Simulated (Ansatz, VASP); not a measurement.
# In3GaAs4 in VASP and in Ansatz

```
Ga In As
1.0
    -5.99263    0.00347    5.99065
    -5.98916   -5.98916    0.00000
     0.00347   -5.99263    5.99065
Ga In As
2 6 8
Direct
  0.00039 0.49961 0.00039
  0.00039 0.99961 0.00039
  0.00019 0.49990 0.50002
  0.00019 0.99990 0.50002
  0.50002 0.49990 0.00019
  0.50002 0.99990 0.00019
  0.49909 0.50091 0.49909
  0.49909 0.00091 0.49909
  0.11570 0.13430 0.11570
  0.11570 0.63430 0.11570
  0.12002 0.11999 0.63999
  0.12002 0.61999 0.63999
  0.63999 0.11999 0.12002
  0.63999 0.61999 0.12002
  0.62461 0.12539 0.62461
  0.62461 0.62539 0.62461
```

Alike in both runs: functional PBEsol; k mesh 4 × 4 × 4; occupations gaussian, width 0.1 eV; no spin polarisation.

Ansatz relaxed the structure, and its values are those at the end. VASP's run is a single point on that final structure, the one shown.

|  | VASP | Ansatz |
| --- | --- | --- |
| version | VASP 6.6.1 | Ansatz 0.2.0 |
| potentials or method | VASP PAW PBE potentials, release 64 (Ga_d, In_d, As), cutoff 520 eV | scalar-relativistic, plane waves, PAW |
| valence electrons in the cell | 144 | 224 |

|  | VASP | Ansatz | Ansatz less VASP |
| --- | --- | --- | --- |
| gap on the k mesh at the Fermi level (eV) | none | none | - |
| pressure (GPa) | -0.2 | -0.2 | -0.03 |
| rms of the force components (eV/Å) | 0.023 | 0.023 | -0.0001 |

VASP's potentials were made for PBE, not for PBEsol. A gap of «none» marks a metal or a gap that the smearing closes. VASP's potentials hold 144 valence electrons a cell and Ansatz's 224, so a difference there can come from the potentials and not from the codes.
